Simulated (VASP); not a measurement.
**Al: single point with PBEsol**

Crystal: Al.

```
Al
1.0
     0.00000    2.05434    1.99362
     2.05434    0.00000    1.99362
     2.05434    2.05434    0.00000
Al
1
Direct
  0.00000 0.00000 0.00000
```

This cell differs from its parent crystal: strain +0.015 along x and y, -0.015 along z.

```
Program             : VASP 6.6.1
Task                : single point
Functional          : PBEsol
Potentials or basis : VASP PAW PBE potentials, release 64 (Al)
Cutoff              : 520 eV
k mesh              : 20 × 20 × 20
Occupations         : gaussian, width 0.15 eV
Spin                : no spin polarisation
```

The pressure is -2.8 GPa.

Stress tensor (GPa, compression positive):
```
-3.10  0.00  0.00
 0.00 -3.10  0.00
 0.00  0.00 -2.31
```

Levels at points of the mesh, in eV from the Fermi level:
```csv
k point,band 1,band 2,band 3,band 4
"(0.00, 0.00, 0.00)",-11.02,12.37,12.37,12.69
"(0.50, 0.00, 0.00)",-4.54,-4.37,10.81,10.99
"(0.50, 0.50, 0.00)",-2.60,-1.22,5.00,5.11
"(0.50, 0.00, 0.50)",-3.04,-1.83,5.35,5.56
```

Run time: 39 s on 1 thread of Intel(R) Xeon(R) Platinum 8259CL CPU @ 2.50GHz (Skylake/Cascade Lake) (shared host), peak memory 0.19 GiB.

Caveat: the cell differs from its parent crystal (strain +0.015 along x and y, -0.015 along z); the PAW data sets were made with another functional, which shifts forces and pressure a little.
